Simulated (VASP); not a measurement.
# TiO2 (P4_2/mnm) in VASP: a series of runs, part 2 of 2

VASP 6.6.1. Earlier steps stand in the parts before.

## 4. Single point, PBE+U (uniaxial strain along c: +3.0 %, then relaxed in part)

Input file INCAR:

```
PREC     = Accurate       # precision mode
ENCUT    = 910            # plane-wave cutoff, eV
EDIFF    = 1E-6           # SCF threshold, eV
ISMEAR   = 0              # smearing method
SIGMA    = 0.02           # smearing width, eV
LREAL    = F              # projectors in reciprocal space
LASPH    = T              # aspherical terms in the spheres
NELM     = 200            # most SCF steps
ALGO     = Normal         # electronic algorithm
ISIF     = 2              # what is computed and relaxed
LWAVE    = F              # write WAVECAR
LCHARG   = F              # write CHGCAR
LMAXMIX  = 4              # l up to which the mixer works
LDAU     = T              # DFT+U
LDAUTYPE = 2            
LDAUL    = 2 -1           # shell
LDAUU    = 4 0            # U, eV
LDAUJ    = 0 0          
LDAUPRINT= 1            
GGA      = PE             # functional
NBANDS   = 33             # bands
GGA_COMPAT= F
```

Input file KPOINTS:

```
Automatic mesh
0
Gamma
  6 6 10
```

Input file POSCAR:

```
TiO2
1.0
    4.5940680237      0.0000000000      0.0000000000
    0.0000000000      4.5940680237      0.0000000000
    0.0000000000      0.0000000000      3.0962960783
Ti O
2 4
Direct
    0.5000000000      0.5000000000      0.0000000000
    0.0000000000      0.0000000000      0.5000000000
    0.6940232295      0.6940232295      0.5000000000
    0.8059767705      0.1940232295      0.0000000000
    0.1940232295      0.8059767705      0.0000000000
    0.3059767705      0.3059767705      0.5000000000
```

The run is started by

```bash
> cat potpaw_PBE.64/Ti_sv/POTCAR potpaw_PBE.64/O_h/POTCAR > POTCAR
> mpirun -np 1 vasp_std > vasp.out
```

It took 4.5 min on 1 thread of Intel Xeon Platinum 8375C at 2.90GHz (Ice Lake), shared host; peak memory 0.4 GiB.

Results (log left out):

- Free energy: -48.4410 eV
- Pressure: 0.1 GPa
- Largest force: 0.089 eV/Å
- Band gap on the k mesh: 2.27 eV

Forces on the atoms (eV/Å):
```
Ti   0.000  0.000  0.000
Ti   0.000  0.000  0.000
O    0.063  0.063  0.000
O   -0.063  0.063  0.000
O    0.063 -0.063  0.000
O   -0.063 -0.063  0.000
```

Stress tensor (GPa, compression positive):
```
 3.29  0.00  0.00
 0.00  3.29  0.00
 0.00  0.00 -6.39
```

Levels at points of the mesh, in eV from the valence-band top:
```csv
k point,band 21,band 22,band 23,band 24,band 25,band 26,band 27,band 28
"(0.00, 0.00, 0.00)",-0.94,-0.47,-0.47,0.00,2.27,2.55,2.65,2.71
"(0.50, 0.00, 0.00)",-1.89,-1.89,-0.75,-0.75,2.85,2.85,3.25,3.25
"(0.50, 0.50, 0.00)",-1.62,-1.62,-1.08,-1.08,2.30,2.30,2.74,2.74
"(0.00, 0.00, 0.50)",-2.32,-2.32,-1.42,-1.42,3.20,3.20,3.24,3.24
"(0.50, 0.00, 0.50)",-1.93,-1.93,-1.04,-1.04,2.27,2.27,3.28,3.28
"(0.50, 0.50, 0.50)",-1.20,-1.20,-0.70,-0.70,2.87,2.87,3.28,3.28
```

Eigenvalues of the final occupation matrices:
```csv
site,spin,trace,eigenvalues
site 1 d,1,0.77,0.07 0.09 0.10 0.25 0.26
site 1 d,2,0.77,0.07 0.09 0.10 0.25 0.26
site 2 d,1,0.77,0.07 0.09 0.10 0.25 0.26
site 2 d,2,0.77,0.07 0.09 0.10 0.25 0.26
```

Caveat: the cell differs from its parent crystal (uniaxial strain along c: +3.0 %, then relaxed in part); the cutoff is under 1.25 times the usual one of these potentials, so pressure, stress and relaxed cells hold a basis-set (Pulay) error. A k mesh can miss the band edges.

## 5. Single point, PBE+U

This run uses another cell than the first one, of 10.79 Å³/atom.

Input file INCAR:

```
PREC = Accurate ; ENCUT = 520
EDIFF = 1E-6 ; ISMEAR = 0
SIGMA = 0.01 ; LREAL = F
LASPH = T ; NELM = 150
ALGO = Normal ; ISIF = 2
LWAVE = F ; LCHARG = F
LMAXMIX = 4 ; LDAU = T
LDAUTYPE = 2 ; LDAUL = 2 -1
LDAUU = 4 0 ; LDAUJ = 0 0
LDAUPRINT = 1 ; GGA = PE
NBANDS = 33
```

KPOINTS is that of step 4.

Input file POSCAR:

```
TiO2
1.0
    4.6403500624      0.0000000000      0.0000000000
    0.0000000000      4.6403500624      0.0000000000
    0.0000000000      0.0000000000      3.0061126571
Ti O
2 4
Direct
    0.5000000000      0.5000000000      0.0000000000
    0.0000000000      0.0000000000      0.5000000000
    0.6943530345      0.6943530345      0.5000000000
    0.8056469655      0.1943530345      0.0000000000
    0.1943530345      0.8056469655      0.0000000000
    0.3056469655      0.3056469655      0.5000000000
```

Potentials or basis: VASP PAW PBE potentials, release 64 (Ti_sv, O).

The run is started by

```bash
> cat potpaw_PBE.64/Ti_sv/POTCAR potpaw_PBE.64/O/POTCAR > POTCAR
> mpirun -np 1 vasp_std > vasp.out
```

Wall time 3.5 min (1 thread of Intel Xeon 8259CL, shared host); peak memory 0.24 GiB.

The run converged. Its results:

- Free energy: -48.4472 eV
- Pressure: 4.0 GPa
- Largest force: 0.148 eV/Å
- Band gap on the k mesh: 2.31 eV

Forces on the atoms (eV/Å):
```
Ti   0.000  0.000  0.000
Ti   0.000  0.000  0.000
O    0.105  0.105  0.000
O   -0.105  0.105  0.000
O    0.105 -0.105  0.000
O   -0.105 -0.105  0.000
```

Stress tensor (GPa, compression positive):
```
3.80 0.00 0.00
0.00 3.80 0.00
0.00 0.00 4.51
```

Levels at points of the mesh, in eV from the valence-band top:
```csv
k point,band 21,band 22,band 23,band 24,band 25,band 26,band 27,band 28
"(0.00, 0.00, 0.00)",-0.83,-0.50,-0.50,0.00,2.31,2.54,2.82,2.88
"(0.50, 0.00, 0.00)",-1.69,-1.69,-0.75,-0.75,2.90,2.90,3.37,3.37
"(0.50, 0.50, 0.00)",-1.45,-1.45,-1.13,-1.13,2.31,2.31,2.90,2.90
"(0.00, 0.00, 0.50)",-2.23,-2.23,-1.45,-1.45,3.29,3.29,3.52,3.52
"(0.50, 0.00, 0.50)",-1.95,-1.95,-1.04,-1.04,2.34,2.34,3.57,3.57
"(0.50, 0.50, 0.50)",-1.19,-1.19,-0.73,-0.73,2.95,2.95,3.53,3.53
```

Eigenvalues of the final occupation matrices:
| site | spin | trace | eigenvalues |
| --- | --- | --- | --- |
| site 1 d | 1 | 0.78 | 0.08 0.10 0.10 0.24 0.27 |
| site 1 d | 2 | 0.78 | 0.08 0.10 0.10 0.24 0.27 |
| site 2 d | 1 | 0.78 | 0.08 0.10 0.10 0.24 0.27 |
| site 2 d | 2 | 0.78 | 0.08 0.10 0.10 0.24 0.27 |

Caveat: the cell stands under pressure. A k mesh can miss the band edges.

## 6. The runs side by side

```tsv
potentials or basis	cell	cutoff (eV)	smearing	gap on the mesh (eV)	pressure (GPa)	largest force (eV/Å)
VASP PAW PBE potentials, release 64 (Ti_sv, O_h)	a = 4.501, b = 4.501, c = 3.072 Å, 6 atoms	910	gaussian 0.02 eV	2.38	11.6	0.06
VASP PAW PBE potentials, release 64 (Ti_sv, O_h)	a = 4.501, b = 4.501, c = 3.060 Å, 6 atoms	910	gaussian 0.02 eV	2.39	12.8	0.10
VASP PAW PBE potentials, release 64 (Ti_sv, O_h)	a = 4.594, b = 4.594, c = 3.096 Å, 6 atoms	910	gaussian 0.02 eV	2.27	0.1	0.09
VASP PAW PBE potentials, release 64 (Ti_sv, O)	a = 4.640, b = 4.640, c = 3.006 Å, 6 atoms	520	gaussian 0.01 eV	2.31	4.0	0.15
```

Alike in all rows: task single point; level PBE+U; no spin polarisation; Ti d U = 4.0 eV; k mesh 6 × 6 × 10.

Caveats: the cutoff is under 1.25 times the usual one of these potentials, so pressure, stress and relaxed cells hold a basis-set (Pulay) error (at least some runs); the cell stands under pressure (at least some runs).

Absolute energies hang on the potentials; compare differences alone.
